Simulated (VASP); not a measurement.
# Pb8O in VASP: single point with PBE

Aim: the single point of Pb8O with PBE.

Everything below comes from runs of VASP 6.6.1. Logs are shortened: lines on timing, memory, paths and dates and some standing lists are left out, and cuts for length are marked.

## Step 1: The cell of the first run

The cell holds a slab with vacuum, 9 atoms: a = 7.130 Å, b = 7.130 Å, c = 18.123 Å, α = 90.00°, β = 90.00°, γ = 120.00°.

## Step 2: Single point, PBE

Input file INCAR:

```
SYSTEM = Pb8O
PREC = Accurate ; ENCUT = 520
EDIFF = 1E-7 ; ISMEAR = 0
SIGMA = 0.1 ; LREAL = .False.
LASPH = .True. ; NELM = 80
ALGO = Normal ; ISIF = 2
LWAVE = .False. ; LCHARG = .False.
LDIPOL = .True. ; IDIPOL = 3
DIPOL = 0.5 0.5 0.309 ; GGA = PE
NBANDS = 69
```

Input file KPOINTS:

```
regular mesh
0
Gamma
  6 6 1
  0 0 0
```

Input file POSCAR:

```
Pb8O
1.0
    7.1295023335      0.0000000000      0.0000000000
   -3.5647511668      6.1743301372      0.0000000000
    0.0000000000      0.0000000000     18.1234889141
Pb O
8 1
Direct
    0.3333333333      0.1666666667      0.2207080557
    0.3333333333      0.6666666667      0.2207080557
    0.8333333333      0.1666666667      0.2207080557
    0.8333333333      0.6666666667      0.2207080557
    0.1666666667      0.3333333334      0.3654643400
    0.1666666667      0.8333333334      0.3654643400
    0.6666666667      0.3333333334      0.3654643400
    0.6666666667      0.8333333333      0.3654643400
    0.1666666667      0.5833333333      0.4338098784
```

Potentials or basis: VASP PAW PBE potentials, release 64 (Pb_d, O).

On the command line:

```
$ cat potpaw_PBE.64/Pb_d/POTCAR potpaw_PBE.64/O/POTCAR > POTCAR
$ mpirun -np 1 vasp_std > vasp.out
```

OUTCAR:

```text
SYSTEM = Pb8O
   PREC = Accurate
   ENCUT = 520
   EDIFF = 1E-7
   ISMEAR = 0
   LREAL = .False.
   LASPH = .True.
   NELM = 80
   ISIF = 2
   GGA = PE

 ion  position               nearest neighbor table
   1  0.333  0.167  0.221-   5 3.33   6 3.33   7 3.33   3 3.56   3 3.56   4 3.56   4 3.56   2 3.56
                             2 3.56
   2  0.333  0.667  0.221-   6 3.33   5 3.33   8 3.33   4 3.56   4 3.56   3 3.56   3 3.56   1 3.56
                             1 3.56
   3  0.833  0.167  0.221-   7 3.33   5 3.33   8 3.33   1 3.56   1 3.56   2 3.56   2 3.56   4 3.56
                             4 3.56
   4  0.833  0.667  0.221-   8 3.33   7 3.33   6 3.33   2 3.56   2 3.56   1 3.56   1 3.56   3 3.56
                             3 3.56
   5  0.167  0.333  0.365-   9 2.17   1 3.33   2 3.33   3 3.33   8 3.56   7 3.56   7 3.56   6 3.56
                             6 3.56   8 3.56
   6  0.167  0.833  0.365-   9 2.17   2 3.33   1 3.33   4 3.33   8 3.56   7 3.56   7 3.56   5 3.56
                             5 3.56   8 3.56
   7  0.667  0.333  0.365-   3 3.33   4 3.33   1 3.33   8 3.56   5 3.56   5 3.56   6 3.56   6 3.56
                             8 3.56
   8  0.667  0.833  0.365-   4 3.33   2 3.33   3 3.33   7 3.56   6 3.56   5 3.56   6 3.56   5 3.56
                             7 3.56
   9  0.167  0.583  0.434-   5 2.17   6 2.17

  LATTYP: Found a hexagonal cell.
 ALAT       =     7.1295023335
 C/A-ratio  =     2.5420412346

  Lattice vectors:

 A1 = (   7.1295023335,   0.0000000000,   0.0000000000)
 A2 = (  -3.5647511668,   6.1743301372,   0.0000000000)
 A3 = (   0.0000000000,   0.0000000000,  18.1234889141)

Analysis of symmetry for initial positions (statically):
=====================================================================
 Subroutine PRICEL returns:
 Original cell was already a primitive cell.

 Routine SETGRP: Setting up the symmetry group for a
 hexagonal supercell.

 Subroutine GETGRP returns: Found  2 space group operations
 (whereof  2 operations were pure point group operations)
 out of a pool of 24 trial point group operations.

The static configuration has the point symmetry C_1h.

Analysis of symmetry for dynamics (positions and initial velocities):
=====================================================================
 Subroutine PRICEL returns:
 Original cell was already a primitive cell.

 Routine SETGRP: Setting up the symmetry group for a
 hexagonal supercell.

[... 117 lines left out ...]
   NELECT =     118.0000    total number of electrons
   NUPDOWN=      -1.0000    fix difference up-down
   EMIN   =  10.00;   EMAX   =-10.00  energy-range for DOS
   EFERMI =   0.00;   METHOD = LEGACY
   ISMEAR =     0;   SIGMA  =   0.10  broadening in eV -4-tet -1-fermi 0-gaus
   EFERMI_NEDOS =   21; number of points for ismear=-14 and -15
   IALGO  =     38    algorithm
   IMIX   =      4    mixing-type and parameters
     AMIX     =   0.40;   BMIX     =  1.00
     AMIX_MAG =   1.60;   BMIX_MAG =  1.00
  volume/ion in A,a.u.               =      88.64       598.20
  Fermi-wavevector in a.u.,A,eV,Ry     =   0.865775  1.636078 10.198477  0.749567
  Thomas-Fermi vector in A             =   1.984068
   LORBIT       =      0    0 simple, 1 ext, 2 COOP (PROOUT), +10 PAW based schemes
   GGA     = PE    functional components
   LHFCALC =     F    Hartree Fock is set to
   AEXX    =    0.0000 exact exchange contribution
   IVDW    =     0    specifies the selected vdW correction
   LEPSILON=     F    determine dielectric tensor
   LRPA    =     F    only Hartree local field effects (RPA)
 non-spin polarized calculation
 Gauss-broadening in eV      SIGMA  =   0.10
  energy-cutoff  :      520.00
  volume of cell :      797.79
 maximum number of plane-waves:     21505
 NGX is ok and might be reduce to    54
   NGX = 27   NGY = 27   NGZ = 67

 number of electron     118.0000031 magnetization

 dipolmoment           0.000000      0.000000      0.188798 electrons x Angstroem

 Free energy of the ion-electron system (eV)
  ---------------------------------------------------
  ext. energy  EPLUGINS =         0.00000000
  ---------------------------------------------------
  free energy    TOTEN  =       -32.90225346 eV

  energy without entropy =      -32.86265503  energy(sigma->0) =      -32.88245424

 E-fermi :  -0.6825     XC(G=0):  -3.9620

 val. band max:       -0.6861553060   @ k =   0.1667   0.1667   0.0000
 cond. band min:      -0.6773755344   @ k =   0.3333  -0.0000   0.0000
 fundamental gap:      0.0087797716
 Fermi energy:        -0.6825049427

 k-point     1 :       0.0000    0.0000    0.0000
  band No.  band energies     occupation
      1     -19.0685      2.00000
      2     -17.8313      2.00000
      3     -17.8153      2.00000
      4     -17.7987      2.00000
      5     -17.7694      2.00000
      6     -17.7549      2.00000
[... 925 lines left out ...]
     68       2.2799      0.00000
     69       2.3079      0.00000

------------------------ aborting loop because EDIFF is reached ----------------------------------------

 vacuum level on the upper side and lower side of the slab       (xc-potential included)         0.340        -0.436

  FORCE on cell =-STRESS in cart. coord.  units (eV):
  Direction    XX          YY          ZZ          XY          YZ          ZX
  --------------------------------------------------------------------------------------
  -------------------------------------------------------------------------------------
  Total       -0.5502344     -0.5177373      3.8057783     -0.0281433     -0.4880278     -0.8452892
  in kB       -1.1050132     -1.0397506      7.6429884     -0.0565190     -0.9800863     -1.6975597
  external PRESSURE =       1.8327415 kB  Pullay stress =       0.0000000 kB

 VOLUME and BASIS-vectors are now :
 -----------------------------------------------------------------------------
  energy-cutoff  :      520.00
  volume of cell :      797.79
      direct lattice vectors                 reciprocal lattice vectors
     7.129502333  0.000000000  0.000000000     0.140262245  0.080980445  0.000000000
    -3.564751167  6.174330137  0.000000000     0.000000000  0.161960889  0.000000000
     0.000000000  0.000000000 18.123488914     0.000000000  0.000000000  0.055177014

 POSITION                                       TOTAL-FORCE (eV/Angst)
 -----------------------------------------------------------------------------------
      1.78238      1.02906      4.00000         0.322578      0.186240     -0.471970
     -0.00000      4.11622      4.00000         0.105929      0.061158     -0.515003
      5.34713      1.02906      4.00000        -0.119358      0.032686     -0.253422
      3.56475      4.11622      4.00000        -0.031372     -0.119710     -0.253422
     -0.00000      2.05811      6.62349         0.032815     -0.244440      0.577392
     -1.78238      5.14528      6.62349        -0.195284      0.150639      0.577392
      3.56475      2.05811      6.62349        -0.034629     -0.019993      0.158081
      1.78238      5.14528      6.62349         0.013425      0.007751      0.151496
     -0.89119      3.60169      7.86215        -0.094103     -0.054331      0.029456
 -----------------------------------------------------------------------------------
    total drift:                               -0.000050     -0.000030     -0.000169

  FREE ENERGIE OF THE ION-ELECTRON SYSTEM (eV)
  ---------------------------------------------------
  free  energy   TOTEN  =       -32.9022534645 eV

  energy  without entropy=      -32.8626550253  energy(sigma->0) =      -32.88245424

 vacuum level on the upper side and lower side of the slab         3.905         3.106
```

OSZICAR:

```text
N       E                     dE             d eps       ncg     rms          rms(c)
DAV:   1     0.133288581820E+04    0.13329E+04   -0.51982E+04  1938   0.149E+03
DAV:   2     0.119870848019E+03   -0.12130E+04   -0.11947E+04  1958   0.434E+02
DAV:   3    -0.275013544445E+02   -0.14737E+03   -0.14533E+03  2316   0.197E+02
[... 21 lines left out ...]
DAV:  25    -0.329022521665E+02   -0.49803E-05   -0.50271E-07  1341   0.277E-03    0.346E-04
DAV:  26    -0.329022526108E+02   -0.44436E-06   -0.10656E-07  1490   0.284E-03    0.308E-04
DAV:  27    -0.329022531012E+02   -0.49037E-06   -0.33937E-08  1277   0.995E-04    0.287E-04
DAV:  28    -0.329022534235E+02   -0.32232E-06   -0.24205E-08  1251   0.983E-04    0.114E-04
DAV:  29    -0.329022534645E+02   -0.40956E-07   -0.56244E-09  1207   0.630E-04
   1 F= -.32902253E+02 E0= -.32882454E+02  d E =-.395984E-01
```

stdout:

```text
POSCAR found type information on POSCAR PbO
 POSCAR found :  2 types and       9 ions
 scaLAPACK will be used
 LDA part: xc-table for (Slater+PW92), standard interpolation
 POSCAR, INCAR and KPOINTS ok, starting setup
 FFT: planning ... GRIDC
 FFT: planning ... GRID_SOFT
 FFT: planning ... GRID
 WAVECAR not read
 entering main loop
```

Run time: 56 min. Hardware: 1 thread of Intel Xeon 8259CL, shared host; peak memory 1.1 GiB.

Results:

* Free energy: -32.9023 eV
* Largest force: 0.628 eV/Å
* Band gap on the k mesh: zero (bands 59 and 60 overlap by 0.18 eV)

Forces on the atoms (eV/Å):
```
Pb   0.323  0.186 -0.472
Pb   0.106  0.061 -0.515
Pb  -0.119  0.033 -0.253
Pb  -0.031 -0.120 -0.253
Pb   0.033 -0.244  0.577
Pb  -0.195  0.151  0.577
Pb  -0.035 -0.020  0.158
Pb   0.013  0.008  0.151
O   -0.094 -0.054  0.029
```

Levels at points of the mesh, in eV from the Fermi level:
```
           k point  band 55  band 56  band 57  band 58  band 59  band 60  band 61  band 62  band 63  band 64
(0.00, 0.00, 0.00)    -2.48    -2.09    -1.49    -1.11    -0.33     1.29     1.67     1.71     2.01     2.39
(0.50, 0.00, 0.00)    -1.26    -1.20    -1.09    -0.14    -0.06     0.13     0.30     0.32     1.48     1.67
(0.00, 0.50, 0.00)    -1.40    -1.26    -1.03    -0.50    -0.12    -0.07     0.08     0.67     1.56     1.64
```

Caveat: spin-orbit coupling is left out, which moves the levels of the heavy elements.
